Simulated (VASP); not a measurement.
# Sn (C2/c) in VASP: single point with PBE

Aim: the single point of Sn with PBE.

All numbers are computed with VASP 6.6.1; they aren't measurements. Logs are shortened: lines on timing, memory, paths and dates and some standing lists are left out, and cuts for length are marked.

### Step 1. The cell of the first run

It takes space group C2/c (No. 15, monoclinic). The conventional cell has a = 3.182 Å, b = 8.124 Å, c = 4.415 Å, α = 90.00°, β = 108.69°, γ = 90.00°. Within 3.9 Å of Sn (site symmetry 2) lie 10 Sn at 3.00 to 3.82 Å.

### Step 2. Single point, PBE (equal xy, yz and zx shear strains of +3 %)

Contents of INCAR:

```
SYSTEM = Sn
ALGO = Normal ; EDIFF = 1E-6
ENCUT = 520 ; GGA = PE
ISIF = 2 ; ISMEAR = -1
LASPH = .True. ; LCHARG = .False.
LREAL = .False. ; LWAVE = .False.
NBANDS = 21 ; NELM = 60
PREC = Accurate ; SIGMA = 0.05
```

Contents of KPOINTS:

```
k-points
0
Gamma
  15 15 15
  0 0 0
```

Contents of POSCAR:

```
Sn
1.0
   -2.8482525000      2.8959720000      1.5906500000
    2.8959720000     -2.8482525000      1.5906500000
    2.9357280000      2.9357280000     -1.5031745000
Sn
2
Direct
    0.0000000000      0.0000000000      0.0000000000
    0.7500000000      0.2500000000      0.5000000000
```

Potentials or basis: VASP PAW PBE potentials, release 64 (Sn_d).

Started as:

```sh
$ cat potpaw_PBE.64/Sn_d/POTCAR > POTCAR
$ mpirun -np 1 vasp_std > vasp.out
```

OUTCAR:

```text
SYSTEM = Sn
   EDIFF = 1E-6
   ENCUT = 520
   GGA = PE
   ISIF = 2
   ISMEAR = -1
   LASPH = .True.
   LREAL = .False.
   NELM = 60
   PREC = Accurate

 ion  position               nearest neighbor table
   1  0.000  0.000  0.000-   2 3.00   2 3.00   2 3.05   2 3.05   2 3.71   2 3.71
   2  0.750  0.250  0.500-   1 3.00   1 3.00   1 3.05   1 3.05   1 3.71   1 3.71

  LATTYP: Found a base centered monoclinic cell.
 ALAT       =     3.1820157120
 B/A-ratio  =     2.5529604278
 C/A-ratio  =     1.3876385502
 COS(beta)  =    -0.3204140687

  Lattice vectors:

 A1 = (  -2.8482525000,   2.8959720000,   1.5906500000)
 A2 = (   2.8959720000,  -2.8482525000,   1.5906500000)
 A3 = (   2.9357280000,   2.9357280000,  -1.5031745000)

Analysis of symmetry for initial positions (statically):
=====================================================================
 Subroutine PRICEL returns:
 Original cell was already a primitive cell.

 Routine SETGRP: Setting up the symmetry group for a
 base centered monoclinic supercell.

 Subroutine GETGRP returns: Found  4 space group operations
 (whereof  2 operations were pure point group operations)
 out of a pool of  4 trial point group operations.

The static configuration has the point symmetry C_2 .
 The point group associated with its full space group is C_2h.

Analysis of symmetry for dynamics (positions and initial velocities):
=====================================================================
 Subroutine PRICEL returns:
 Original cell was already a primitive cell.

 Routine SETGRP: Setting up the symmetry group for a
 base centered monoclinic supercell.

 Subroutine GETGRP returns: Found  4 space group operations
 (whereof  2 operations were pure point group operations)
 out of a pool of  4 trial point group operations.

The dynamic configuration has the point symmetry C_2 .
 The point group associated with its full space group is C_2h.

 Subroutine INISYM returns: Found  4 space group operations
 (whereof  2 operations are pure point group operations),
 and found     1 'primitive' translations

----------------------------------------------------------------------------------------

                                     Primitive cell

  volume of cell :      54.0598

  direct lattice vectors                    reciprocal lattice vectors
    -2.848252500  2.895972000  1.590650000    -0.007182694  0.166905209  0.311941069
     2.895972000 -2.848252500  1.590650000     0.166905209 -0.007182694  0.311941069
     2.935728000  2.935728000 -1.503174500     0.169017382  0.169017382 -0.005070521

  length of vectors
     4.362265873  4.362265873  4.415487669     0.353858969  0.353858969  0.239080449

  position of ions in fractional coordinates (direct lattice)
     0.000000000  0.000000000  0.000000000
     0.750000000  0.250000000  0.500000000

  ion indices of the primitive-cell ions
   primitive index   ion index
                 1           1
                 2           2

----------------------------------------------------------------------------------------

 KPOINTS: k-points

Automatic generation of k-mesh.
 Grid dimensions read from file:
 generate k-points for:   15   15   15

 Generating k-lattice:

  Cartesian coordinates                     Fractional coordinates (reciprocal lattice)
    -0.000478846  0.011127014  0.020796071     0.066666667  0.000000000  0.000000000
     0.011127014 -0.000478846  0.020796071     0.000000000  0.066666667  0.000000000
     0.011267825  0.011267825 -0.000338035    -0.000000000 -0.000000000  0.066666667

  Length of vectors
     0.023590598  0.023590598  0.015938697

  Shift w.r.t. Gamma in fractional coordinates (k-lattice)
     0.000000000  0.000000000  0.000000000

 Subroutine IBZKPT returns following result:
 ===========================================

 Found    904 irreducible k-points:

 Following reciprocal coordinates:
            Coordinates               Weight
  0.000000  0.000000  0.000000      1.000000
  0.066667  0.000000  0.000000      4.000000
  0.133333 -0.000000  0.000000      4.000000
  0.200000  0.000000  0.000000      4.000000
  0.266667 -0.000000  0.000000      4.000000
  0.333333 -0.000000  0.000000      4.000000
[... 16 lines left out ...]
  0.133333  0.133333  0.000000      2.000000
  0.200000  0.133333  0.000000      4.000000
 [... further k-points ...]
   k-points           NKPTS =    904   k-points in BZ     NKDIM =    904   number of bands    NBANDS=     21
   number of dos      NEDOS =    301   number of ions     NIONS =      2
   total plane-waves  NPLWV =  36864
   dimension x,y,z NGX =    32 NGY =   32 NGZ =   36
   dimension x,y,z NGXF=    64 NGYF=   64 NGZF=   72
   ions per type =               2
   NGX,Y,Z   is equivalent  to a cutoff of  12.20, 12.20, 13.55 a.u.
   NGXF,Y,Z  is equivalent  to a cutoff of  24.39, 24.39, 27.11 a.u.
 SYSTEM =  Sn
   PREC   = accura    normal or accurate (medium, high low for compatibility)
   ISTART =      0    job   : 0-new  1-cont  2-samecut
   ICHARG =      2    charge: 1-file 2-atom 10-const
   ISPIN  =      1    spin polarized calculation?
   LNONCOLLINEAR =      F non collinear calculations
   LSORBIT =      F    spin-orbit coupling
   LASPH  =      T    aspherical Exc in radial PAW
   ENCUT  =  520.0 eV  38.22 Ry    6.18 a.u.   8.11  8.11  8.21*2*pi/ulx,y,z
   NELM   =     60;   NELMIN=  2; NELMDL= -5     # of ELM steps
   EDIFF  = 0.1E-05   stopping-criterion for ELM
   LREAL  =      F    real-space projection
   EDIFFG = 0.1E-04   stopping-criterion for IOM
   NSW    =      0    number of steps for IOM
   IBRION =     -1    ionic relax: 0-MD 1-quasi-New 2-CG
   NFREE  =      0    steps in history (QN), initial steepest desc. (CG)
   ISIF   =      2    stress and relaxation
   ISYM   =      2    0-nonsym 1-usesym 2-fastsym
   POTIM  = 0.5000    time-step for ionic-motion
   TEBEG  =    0.0;   TEEND  =   0.0 temperature during run
   PSTRESS=    0.0 pullay stress
   NELECT =      28.0000    total number of electrons
   NUPDOWN=      -1.0000    fix difference up-down
   EMIN   =  10.00;   EMAX   =-10.00  energy-range for DOS
   EFERMI =   0.00;   METHOD = LEGACY
   ISMEAR =    -1;   SIGMA  =   0.05  broadening in eV -4-tet -1-fermi 0-gaus
   EFERMI_NEDOS =   21; number of points for ismear=-14 and -15
   IALGO  =     38    algorithm
   IMIX   =      4    mixing-type and parameters
     AMIX     =   0.40;   BMIX     =  1.00
     AMIX_MAG =   1.60;   BMIX_MAG =  1.00
  volume/ion in A,a.u.               =      27.03       182.41
  Fermi-wavevector in a.u.,A,eV,Ry     =   1.314728  2.484476 23.517807  1.728510
  Thomas-Fermi vector in A             =   2.444961
   LORBIT       =      0    0 simple, 1 ext, 2 COOP (PROOUT), +10 PAW based schemes
   GGA     = PE    functional components
   LHFCALC =     F    Hartree Fock is set to
   AEXX    =    0.0000 exact exchange contribution
   IVDW    =     0    specifies the selected vdW correction
   LEPSILON=     F    determine dielectric tensor
   LRPA    =     F    only Hartree local field effects (RPA)
 non-spin polarized calculation
  energy-cutoff  :      520.00
  volume of cell :       54.06
 maximum number of plane-waves:      1475
   NGX = 17   NGY = 17   NGZ = 17

 number of electron      28.0000003 magnetization

 Free energy of the ion-electron system (eV)
  ---------------------------------------------------
  ext. energy  EPLUGINS =         0.00000000
  ---------------------------------------------------
  free energy    TOTEN  =        -7.57944325 eV

  energy without entropy =       -7.57132252  energy(sigma->0) =       -7.57538288

 E-fermi :   8.0272     XC(G=0): -10.3245

 val. band max:        8.0264134106   @ k =  -0.3333   0.0000   0.2000
 cond. band min:       8.0290233260   @ k =  -0.0667   0.4667   0.2000
 fundamental gap:      0.0026099154
 Fermi energy:         8.0271941142

 k-point     1 :       0.0000    0.0000    0.0000
  band No.  band energies     occupation
      1     -13.6390      2.00000
      2     -13.5536      2.00000
      3     -13.5120      2.00000
      4     -13.4970      2.00000
      5     -13.3494      2.00000
      6     -13.3476      2.00000
[... 13 lines left out ...]
     20      17.9115      0.00000
     21      18.4913      0.00000

 k-point     2 :       0.0667    0.0000    0.0000
  band No.  band energies     occupation
      1     -13.6363      2.00000
      2     -13.5448      2.00000
      3     -13.5088      2.00000
      4     -13.4868      2.00000
      5     -13.3553      2.00000
      6     -13.3523      2.00000
[... 13 lines left out ...]
     20      17.7207      0.00000
     21      17.8967      0.00000

 k-point     3 :       0.1333   -0.0000    0.0000
  band No.  band energies     occupation
      1     -13.6283      2.00000
      2     -13.5205      2.00000
      3     -13.4999      2.00000
      4     -13.4600      2.00000
      5     -13.3705      2.00000
      6     -13.3588      2.00000
[... 13 lines left out ...]
     20      16.8036      0.00000
     21      16.8601      0.00000

 k-point     4 :       0.2000    0.0000    0.0000
  band No.  band energies     occupation
      1     -13.6159      2.00000
      2     -13.4887      2.00000
      3     -13.4871      2.00000
      4     -13.4318      2.00000
      5     -13.3897      2.00000
      6     -13.3589      2.00000
[... 13 lines left out ...]
     20      16.0388      0.00000
     21      16.4669      0.00000

 k-point     5 :       0.2667   -0.0000    0.0000
  band No.  band energies     occupation
      1     -13.6016      2.00000
      2     -13.4738      2.00000
      3     -13.4625      2.00000
      4     -13.4286      2.00000
      5     -13.4079      2.00000
      6     -13.3675      2.00000
[... 13 lines left out ...]
     20      15.4040      0.00000
     21      16.7790      0.00000
[... 382 lines left out ...]
     20      17.7856      0.00000
     21      18.0824      0.00000

 k-point    22 :      -0.0667    0.0667    0.0000
  band No.  band energies     occupation
      1     -13.6353      2.00000
      2     -13.5545      2.00000
      3     -13.5092      2.00000
      4     -13.4988      2.00000
      5     -13.3515      2.00000
      6     -13.3461      2.00000
[... 13 lines left out ...]
     20      18.2052      0.00000
     21      18.2632      0.00000

 k-point    23 :       0.1333    0.1333    0.0000
  band No.  band energies     occupation
      1     -13.6118      2.00000
      2     -13.4807      2.00000
      3     -13.4592      2.00000
      4     -13.4075      2.00000
      5     -13.3903      2.00000
      6     -13.3849      2.00000
[... 13 lines left out ...]
     20      15.6531      0.00000
     21      16.0147      0.00000

 k-point    24 :       0.2000    0.1333    0.0000
  band No.  band energies     occupation
      1     -13.6008      2.00000
      2     -13.4687      2.00000
      3     -13.4579      2.00000
      4     -13.4122      2.00000
      5     -13.4063      2.00000
      6     -13.3940      2.00000
[... 13 lines left out ...]
     20      15.4392      0.00000
     21      16.3934      0.00000

 [... further k-points ...]

------------------------ aborting loop because EDIFF is reached ----------------------------------------

  FORCE on cell =-STRESS in cart. coord.  units (eV):
  Direction    XX          YY          ZZ          XY          YZ          ZX
  --------------------------------------------------------------------------------------
  -------------------------------------------------------------------------------------
  Total        1.0103545      1.0103545      0.6991769     -0.2280533     -0.2672059     -0.2672060
  in kB       29.9439926     29.9439926     20.7215848     -6.7588413     -7.9192125     -7.9192147
  external PRESSURE =      26.8698567 kB  Pullay stress =       0.0000000 kB

 VOLUME and BASIS-vectors are now :
 -----------------------------------------------------------------------------
  energy-cutoff  :      520.00
  volume of cell :       54.06
      direct lattice vectors                 reciprocal lattice vectors
    -2.848252500  2.895972000  1.590650000    -0.007182694  0.166905209  0.311941069
     2.895972000 -2.848252500  1.590650000     0.166905209 -0.007182694  0.311941069
     2.935728000  2.935728000 -1.503174500     0.169017382  0.169017382 -0.005070521

 POSITION                                       TOTAL-FORCE (eV/Angst)
 -----------------------------------------------------------------------------------
      0.00000      0.00000      0.00000        -0.065994      0.065994     -0.000000
      0.05567      2.92778      0.83906         0.065994     -0.065994      0.000000
 -----------------------------------------------------------------------------------
    total drift:                                0.000000     -0.000000      0.000000

  FREE ENERGIE OF THE ION-ELECTRON SYSTEM (eV)
  ---------------------------------------------------
  free  energy   TOTEN  =        -7.5794432490 eV

  energy  without entropy=       -7.5713225207  energy(sigma->0) =       -7.57538288
```

It took 18 min on 1 thread of Oxide Virtual Turin-like, shared host; peak memory 0.79 GiB.

Results:

```
Free energy            : -7.5794 eV
Pressure               : 2.7 GPa
Largest force          : 0.093 eV/Å
Band gap on the k mesh : zero (bands 14 and 15 overlap by 4.44 eV)
```

Forces on the atoms (eV/Å):
```
Sn  -0.066  0.066  0.000
Sn   0.066 -0.066  0.000
```

Stress tensor (GPa, compression positive):
```
 2.99 -0.68 -0.79
-0.68  2.99 -0.79
-0.79 -0.79  2.07
```

Caveat: the cell differs from its parent crystal (equal xy, yz and zx shear strains of +3 %); spin-orbit coupling is left out, which moves the levels of the heavy elements.
